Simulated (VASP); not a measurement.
Here is a VASP 6.6.1 calculation.

The input POSCAR:

```
SnO
1.0
    3.7546621811      0.0000000000      0.0000000000
    0.0000000000      3.7546621811      0.0000000000
    0.0000000000      0.0000000000      4.7821791640
Sn O
2 2
Direct
    0.0000000000      0.5000000000      0.2425790113
    0.5000000000      0.0000000000      0.7574209887
    0.5000000000      0.5000000000      0.0000000000
    0.0000000000      0.0000000000      0.0000000000
```

The input INCAR.step1:

```
SYSTEM = SnO
PREC = Accurate
ENCUT = 520
ISMEAR = -1
SIGMA = 0.02
LREAL = .FALSE.
LASPH = .TRUE.
NELM = 80
NBANDS = 28
GGA = PE
ALGO = Normal
EDIFF = 1E-4
LWAVE = .TRUE.
LCHARG = .FALSE.
```

INCAR.step2

```
SYSTEM = SnO
PREC = Accurate
ENCUT = 520
EDIFF = 1E-6
ISMEAR = -1
SIGMA = 0.02
LREAL = .FALSE.
LASPH = .TRUE.
NELM = 80
ALGO = Normal
ISIF = 2
LWAVE = .FALSE.
LCHARG = .FALSE.
METAGGA = R2SCAN
LMIXTAU = .TRUE.
NBANDS = 28
ISTART = 1
```

KPOINTS

```
regular mesh
0
G
  6 6 6
  0 0 0
```

Potentials or basis: VASP PAW PBE potentials, release 64 (Sn_d, O).

Run with:

```sh
$ cat potpaw_PBE.64/Sn_d/POTCAR potpaw_PBE.64/O/POTCAR > POTCAR
$ cp INCAR.step1 INCAR
$ mpirun -np 1 vasp_std > vasp.out
$ cp INCAR.step2 INCAR
$ mpirun -np 1 vasp_std > vasp.out
```

(1) Predict the largest force.

(2) Predict the band gap on the k mesh.

Answers

(1) 0.125 eV/Å.

(2) zero (bands 20 and 21 overlap by 0.18 eV).

Caveat: the cell differs from its parent crystal (epitaxial xy strain -1.0%); semilocal functionals underestimate gaps, and a narrow one can read as zero; the PAW data sets were made with another functional, which shifts forces and pressure a little; spin-orbit coupling is left out, which moves the levels of the heavy elements.
